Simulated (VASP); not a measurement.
# Sc (P6_3/mmc) in VASP: notebook

Runs on Sc. Level: RPBE. Tasks: single point.

Program: VASP 6.6.1. These are calculated values, not measurements. Logs are shortened: lines on timing, memory, paths and dates and some standing lists are left out, and cuts for length are marked.

### 1 The cell of the first run

The structure is hexagonal, space group P6_3/mmc (No. 194). Conventional cell: a = 3.195 Å, b = 3.195 Å, c = 5.091 Å, α = 90.00°, β = 90.00°, γ = 120.00°. Within 4.1 Å of Sc (site symmetry -6m2) lie 12 Sc at 3.14 to 3.19 Å.

### 2 Single point, RPBE

Contents of INCAR:

```
PREC     = Accurate       # precision mode
ENCUT    = 520            # plane-wave cutoff, eV
EDIFF    = 1E-6           # SCF threshold, eV
ISMEAR   = -1             # smearing method
SIGMA    = 0.01           # smearing width, eV
LREAL    = False          # projectors in reciprocal space
LASPH    = True           # aspherical terms in the spheres
NELM     = 80             # most SCF steps
ALGO     = Normal         # electronic algorithm
ISIF     = 2              # what is computed and relaxed
LWAVE    = False          # write WAVECAR
LCHARG   = False          # write CHGCAR
GGA      = RP             # functional
NBANDS   = 18             # bands
```

Contents of KPOINTS:

```
Automatic mesh
0
Gamma
  8 8 5
```

Contents of POSCAR:

```
Sc
1.0
    3.1948043737      0.0000000000      0.0000000000
   -1.5974021868      2.7668029295      0.0000000000
    0.0000000000      0.0000000000      5.0913151718
Sc
2
Direct
    0.3333333333      0.6666666667      0.2500000000
    0.6666666667      0.3333333333      0.7500000000
```

Potentials or basis: VASP PAW PBE potentials, release 64 (Sc_sv).

Command:

```console
$ cat potpaw_PBE.64/Sc_sv/POTCAR > POTCAR
$ mpirun -np 1 vasp_std > vasp.out
```

OUTCAR:

```text
PREC = Accurate
   ENCUT = 520
   EDIFF = 1E-6
   ISMEAR = -1
   LREAL = False
   LASPH = True
   NELM = 80
   ISIF = 2
   GGA = RP

 ion  position               nearest neighbor table
   1  0.333  0.667  0.250-   2 3.14   2 3.14   2 3.14   2 3.14   2 3.14   2 3.14
   2  0.667  0.333  0.750-   1 3.14   1 3.14   1 3.14   1 3.14   1 3.14   1 3.14

  LATTYP: Found a hexagonal cell.
 ALAT       =     3.1948043737
 C/A-ratio  =     1.5936234512

  Lattice vectors:

 A1 = (   3.1948043737,   0.0000000000,   0.0000000000)
 A2 = (  -1.5974021868,   2.7668029295,   0.0000000000)
 A3 = (   0.0000000000,   0.0000000000,   5.0913151718)

Analysis of symmetry for initial positions (statically):
=====================================================================
 Subroutine PRICEL returns:
 Original cell was already a primitive cell.

 Routine SETGRP: Setting up the symmetry group for a
 hexagonal supercell.

 Subroutine GETGRP returns: Found 24 space group operations
 (whereof 12 operations were pure point group operations)
 out of a pool of 24 trial point group operations.

The static configuration has the point symmetry D_3d.
 The point group associated with its full space group is D_6h.

Analysis of symmetry for dynamics (positions and initial velocities):
=====================================================================
 Subroutine PRICEL returns:
 Original cell was already a primitive cell.

 Routine SETGRP: Setting up the symmetry group for a
 hexagonal supercell.

 Subroutine GETGRP returns: Found 24 space group operations
 (whereof 12 operations were pure point group operations)
 out of a pool of 24 trial point group operations.

The dynamic configuration has the point symmetry D_3d.
 The point group associated with its full space group is D_6h.

 Subroutine INISYM returns: Found 24 space group operations
 (whereof 12 operations are pure point group operations),
 and found     1 'primitive' translations

----------------------------------------------------------------------------------------

                                     Primitive cell

  volume of cell :      45.0041

  direct lattice vectors                    reciprocal lattice vectors
     3.194804374  0.000000000  0.000000000     0.313008211  0.180713991  0.000000000
    -1.597402187  2.766802929  0.000000000     0.000000000  0.361427982  0.000000000
     0.000000000  0.000000000  5.091315172     0.000000000  0.000000000  0.196412904

  length of vectors
     3.194804374  3.194822718  5.091315172     0.361430057  0.361427982  0.196412904

  position of ions in fractional coordinates (direct lattice)
     0.333333333  0.666666667  0.250000000
     0.666666667  0.333333333  0.750000000

  ion indices of the primitive-cell ions
   primitive index   ion index
                 1           1
                 2           2

----------------------------------------------------------------------------------------

 KPOINTS: Automatic mesh

Automatic generation of k-mesh.
 Grid dimensions read from file:
 generate k-points for:    8    8    5

 Generating k-lattice:

  Cartesian coordinates                     Fractional coordinates (reciprocal lattice)
     0.039126026  0.022589249  0.000000000     0.125000000  0.000000000  0.000000000
     0.000000000  0.045178498  0.000000000     0.000000000  0.125000000  0.000000000
     0.000000000  0.000000000  0.039282581     0.000000000  0.000000000  0.200000000

  Length of vectors
     0.045178757  0.045178498  0.039282581

  Shift w.r.t. Gamma in fractional coordinates (k-lattice)
     0.000000000  0.000000000  0.000000000

 Subroutine IBZKPT returns following result:
 ===========================================

 Found     30 irreducible k-points:

 Following reciprocal coordinates:
            Coordinates               Weight
  0.000000  0.000000  0.000000      1.000000
  0.125000  0.000000  0.000000      6.000000
  0.250000  0.000000  0.000000      6.000000
  0.375000  0.000000  0.000000      6.000000
  0.500000  0.000000  0.000000      3.000000
  0.125000  0.125000  0.000000      6.000000
[... 16 lines left out ...]
  0.250000  0.000000  0.400000     12.000000
  0.375000  0.000000  0.400000     12.000000
 [... further k-points ...]
   k-points           NKPTS =     30   k-points in BZ     NKDIM =     30   number of bands    NBANDS=     18
   number of dos      NEDOS =    301   number of ions     NIONS =      2
   total plane-waves  NPLWV =  23040
   dimension x,y,z NGX =    24 NGY =   24 NGZ =   40
   dimension x,y,z NGXF=    48 NGYF=   48 NGZF=   80
   ions per type =               2
   NGX,Y,Z   is equivalent  to a cutoff of  12.49, 12.49, 13.06 a.u.
   NGXF,Y,Z  is equivalent  to a cutoff of  24.98, 24.98, 26.12 a.u.
 SYSTEM =  unknown system
   PREC   = accura    normal or accurate (medium, high low for compatibility)
   ISTART =      0    job   : 0-new  1-cont  2-samecut
   ICHARG =      2    charge: 1-file 2-atom 10-const
   ISPIN  =      1    spin polarized calculation?
   LNONCOLLINEAR =      F non collinear calculations
   LSORBIT =      F    spin-orbit coupling
   LASPH  =      T    aspherical Exc in radial PAW
   ENCUT  =  520.0 eV  38.22 Ry    6.18 a.u.   5.94  5.94  9.47*2*pi/ulx,y,z
   NELM   =     80;   NELMIN=  2; NELMDL= -5     # of ELM steps
   EDIFF  = 0.1E-05   stopping-criterion for ELM
   LREAL  =      F    real-space projection
   EDIFFG = 0.1E-04   stopping-criterion for IOM
   NSW    =      0    number of steps for IOM
   IBRION =     -1    ionic relax: 0-MD 1-quasi-New 2-CG
   NFREE  =      0    steps in history (QN), initial steepest desc. (CG)
   ISIF   =      2    stress and relaxation
   ISYM   =      2    0-nonsym 1-usesym 2-fastsym
   POTIM  = 0.5000    time-step for ionic-motion
   TEBEG  =    0.0;   TEEND  =   0.0 temperature during run
   PSTRESS=    0.0 pullay stress
   NELECT =      22.0000    total number of electrons
   NUPDOWN=      -1.0000    fix difference up-down
   EMIN   =  10.00;   EMAX   =-10.00  energy-range for DOS
   EFERMI =   0.00;   METHOD = LEGACY
   ISMEAR =    -1;   SIGMA  =   0.01  broadening in eV -4-tet -1-fermi 0-gaus
   EFERMI_NEDOS =   21; number of points for ismear=-14 and -15
   IALGO  =     38    algorithm
   IMIX   =      4    mixing-type and parameters
     AMIX     =   0.40;   BMIX     =  1.00
     AMIX_MAG =   1.60;   BMIX_MAG =  1.00
  volume/ion in A,a.u.               =      22.50       151.85
  Fermi-wavevector in a.u.,A,eV,Ry     =   1.289629  2.437046 22.628445  1.663144
  Thomas-Fermi vector in A             =   2.421510
   LORBIT       =      0    0 simple, 1 ext, 2 COOP (PROOUT), +10 PAW based schemes
   GGA     = RP    functional components
   LHFCALC =     F    Hartree Fock is set to
   AEXX    =    0.0000 exact exchange contribution
   IVDW    =     0    specifies the selected vdW correction
   LEPSILON=     F    determine dielectric tensor
   LRPA    =     F    only Hartree local field effects (RPA)
 non-spin polarized calculation
  energy-cutoff  :      520.00
  volume of cell :       45.00
 maximum number of plane-waves:      1224
 NGX is ok and might be reduce to    24
   NGX = 11   NGY = 11   NGZ = 19

 number of electron      21.9999995 magnetization

 Free energy of the ion-electron system (eV)
  ---------------------------------------------------
  ext. energy  EPLUGINS =         0.00000000
  ---------------------------------------------------
  free energy    TOTEN  =       -11.71920546 eV

  energy without entropy =      -11.71752264  energy(sigma->0) =      -11.71836405

 E-fermi :   4.3505     XC(G=0): -10.1306

 val. band max:        4.3409806245   @ k =   0.3750   0.2500   0.4000
 cond. band min:       4.3658663748   @ k =   0.5000   0.0000   0.4000
 fundamental gap:      0.0248857503
 Fermi energy:         4.3505144292

 k-point     1 :       0.0000    0.0000    0.0000
  band No.  band energies     occupation
      1     -44.9782      2.00000
      2     -44.8840      2.00000
      3     -23.8080      2.00000
      4     -23.3515      2.00000
      5     -23.3514      2.00000
      6     -23.2741      2.00000
[... 10 lines left out ...]
     17       6.9839      0.00000
     18       6.9839      0.00000

 k-point     2 :       0.1250    0.0000    0.0000
  band No.  band energies     occupation
      1     -44.9675      2.00000
      2     -44.8796      2.00000
      3     -23.7812      2.00000
      4     -23.4065      2.00000
      5     -23.3693      2.00000
      6     -23.3310      2.00000
[... 10 lines left out ...]
     17       6.7644      0.00000
     18       6.8163      0.00000

 k-point     3 :       0.2500    0.0000    0.0000
  band No.  band energies     occupation
      1     -44.9405      2.00000
      2     -44.8704      2.00000
      3     -23.7095      2.00000
      4     -23.5410      2.00000
      5     -23.4629      2.00000
      6     -23.4103      2.00000
[... 10 lines left out ...]
     17       7.2089      0.00000
     18       7.4812      0.00000

 k-point     4 :       0.3750    0.0000    0.0000
  band No.  band energies     occupation
      1     -44.9101      2.00000
      2     -44.8642      2.00000
      3     -23.6768      2.00000
      4     -23.6186      2.00000
      5     -23.5879      2.00000
      6     -23.4494      2.00000
[... 10 lines left out ...]
     17       8.1407      0.00000
     18       8.2890      0.00000

 k-point     5 :       0.5000    0.0000    0.0000
  band No.  band energies     occupation
      1     -44.8949      2.00000
      2     -44.8643      2.00000
      3     -23.7331      2.00000
      4     -23.6381      2.00000
      5     -23.5655      2.00000
      6     -23.4651      2.00000
[... 10 lines left out ...]
     17       8.7671      0.00000
     18       8.7838      0.00000

 k-point     6 :       0.1250    0.1250    0.0000
  band No.  band energies     occupation
      1     -44.9486      2.00000
      2     -44.8729      2.00000
      3     -23.7318      2.00000
      4     -23.4830      2.00000
      5     -23.4549      2.00000
      6     -23.3754      2.00000
[... 10 lines left out ...]
     17       6.9344      0.00000
     18       7.3778      0.00000

 k-point     7 :       0.2500    0.1250    0.0000
  band No.  band energies     occupation
      1     -44.9196      2.00000
      2     -44.8654      2.00000
      3     -23.6489      2.00000
      4     -23.6080      2.00000
      5     -23.5558      2.00000
      6     -23.4384      2.00000
[... 10 lines left out ...]
     17       7.8555      0.00000
     18       8.2664      0.00000

 k-point     8 :       0.3750    0.1250    0.0000
  band No.  band energies     occupation
      1     -44.8950      2.00000
      2     -44.8641      2.00000
      3     -23.7029      2.00000
      4     -23.6143      2.00000
      5     -23.5666      2.00000
      6     -23.4884      2.00000
[... 10 lines left out ...]
     17       8.5179      0.00000
     18       8.6715      0.00000
[... 229 lines left out ...]
     17       8.1378      0.00000
     18       8.6744      0.00000

 k-point    20 :       0.3750    0.2500    0.2000
  band No.  band energies     occupation
      1     -44.8794      2.00000
      2     -44.8690      2.00000
      3     -23.6870      2.00000
      4     -23.6331      2.00000
      5     -23.5909      2.00000
      6     -23.4752      2.00000
[... 10 lines left out ...]
     17       8.2112      0.00000
     18       8.5334      0.00000

 k-point    21 :       0.0000    0.0000    0.4000
  band No.  band energies     occupation
      1     -44.9458      2.00000
      2     -44.9167      2.00000
      3     -23.6212      2.00000
      4     -23.4495      2.00000
      5     -23.3248      2.00000
      6     -23.3247      2.00000
[... 10 lines left out ...]
     17       7.8125      0.00000
     18       7.8125      0.00000

 k-point    22 :       0.1250    0.0000    0.4000
  band No.  band energies     occupation
      1     -44.9373      2.00000
      2     -44.9102      2.00000
      3     -23.6215      2.00000
      4     -23.4774      2.00000
      5     -23.3650      2.00000
      6     -23.3392      2.00000
[... 10 lines left out ...]
     17       7.7523      0.00000
     18       7.8281      0.00000

 k-point    23 :       0.2500    0.0000    0.4000
  band No.  band energies     occupation
      1     -44.9163      2.00000
      2     -44.8947      2.00000
      3     -23.6525      2.00000
      4     -23.5790      2.00000
      5     -23.4277      2.00000
      6     -23.3731      2.00000
[... 10 lines left out ...]
     17       7.8083      0.00000
     18       7.9663      0.00000

 k-point    24 :       0.3750    0.0000    0.4000
  band No.  band energies     occupation
      1     -44.8943      2.00000
      2     -44.8801      2.00000
      3     -23.7353      2.00000
      4     -23.6963      2.00000
      5     -23.4335      2.00000
      6     -23.4063      2.00000
[... 10 lines left out ...]
     17       8.3315      0.00000
     18       8.3474      0.00000

 [... further k-points ...]
[... 5 lines left out ...]
  --------------------------------------------------------------------------------------
  -------------------------------------------------------------------------------------
  Total        2.4671965      2.4672343      2.1116617      0.0000000     -0.0000000     -0.0000000
  in kB       87.8338363     87.8351812     75.1765601      0.0000000     -0.0000000     -0.0000000
  external PRESSURE =      83.6151925 kB  Pullay stress =       0.0000000 kB

 VOLUME and BASIS-vectors are now :
 -----------------------------------------------------------------------------
  energy-cutoff  :      520.00
  volume of cell :       45.00
      direct lattice vectors                 reciprocal lattice vectors
     3.194804374  0.000000000  0.000000000     0.313008211  0.180713991  0.000000000
    -1.597402187  2.766802929  0.000000000     0.000000000  0.361427982  0.000000000
     0.000000000  0.000000000  5.091315172     0.000000000  0.000000000  0.196412904

 POSITION                                       TOTAL-FORCE (eV/Angst)
 -----------------------------------------------------------------------------------
     -0.00000      1.84454      1.27283         0.000000     -0.000000      0.000000
      1.59740      0.92227      3.81849        -0.000000      0.000000      0.000000
 -----------------------------------------------------------------------------------
    total drift:                               -0.000000      0.000000     -0.000000

  FREE ENERGIE OF THE ION-ELECTRON SYSTEM (eV)
  ---------------------------------------------------
  free  energy   TOTEN  =       -11.7192054646 eV

  energy  without entropy=      -11.7175226433  energy(sigma->0) =      -11.71836405
```

Run time: 20 s. Hardware: 1 thread of Intel Xeon Platinum 8375C at 2.90GHz (Ice Lake), shared host; peak memory 0.16 GiB.

What came out:

```
Free energy            : -11.7192 eV
Pressure               : 8.4 GPa
Band gap on the k mesh : zero (bands 11 and 12 overlap by 1.21 eV)
```

Caveat: the cell stands under pressure; the PAW data sets were made with another functional, which shifts forces and pressure a little.

### 3 Single point, RPBE

This run uses another cell than the first one, of 23.13 Å³/atom.

Contents of INCAR:

```
ALGO = Normal
EDIFF = 1E-6
ENCUT = 520
GGA = RP
ISIF = 2
ISMEAR = -1
LASPH = True
LCHARG = True
LELF = True
LREAL = False
LVHAR = True
LWAVE = False
NBANDS = 18
NELM = 80
PREC = Accurate
SIGMA = 0.01
```

Contents of KPOINTS:

```
k-points
0
Gamma
  8 8 5
```

Contents of POSCAR:

```
Sc
1.0
    3.2241161428      0.0000000000      0.0000000000
   -1.6120580714      2.7921878605      0.0000000000
    0.0000000000      0.0000000000      5.1380270946
Sc
2
Direct
    0.3333333333      0.6666666667      0.2500000000
    0.6666666667      0.3333333333      0.7500000000
```

Potentials or basis: VASP PAW PBE potentials, release 64 (Sc_sv).

Command:

```console
$ cat potpaw_PBE.64/Sc_sv/POTCAR > POTCAR
$ mpirun -np 1 vasp_std > vasp.out
```

Run time: 22 s. Hardware: 1 thread of Intel Xeon Platinum 8375C at 2.90GHz (Ice Lake), shared host; peak memory 0.16 GiB.

The run converged. Its results:

- Free energy: -11.7771 eV
- Pressure: 6.3 GPa
- Band gap on the k mesh: zero (bands 11 and 12 overlap by 1.20 eV)

Stress tensor (GPa, compression positive):
```
6.73 0.00 0.00
0.00 6.73 0.00
0.00 0.00 5.53
```

Levels at points of the mesh, in eV from the Fermi level:
```csv
k point,band 8,band 9,band 10,band 11,band 12,band 13,band 14,band 15
"(0.00, 0.00, 0.00)",-27.69,-5.25,-1.74,0.56,1.71,1.71,1.84,2.17
"(0.50, 0.00, 0.00)",-27.77,-1.61,-1.12,-0.79,-0.25,1.32,1.51,1.92
```

Caveat: the cell stands under pressure; the PAW data sets were made with another functional, which shifts forces and pressure a little.

(Continued in part 2 of 3.)

The gap in the log of VASP goes by the Fermi energy; the results here count the filled bands.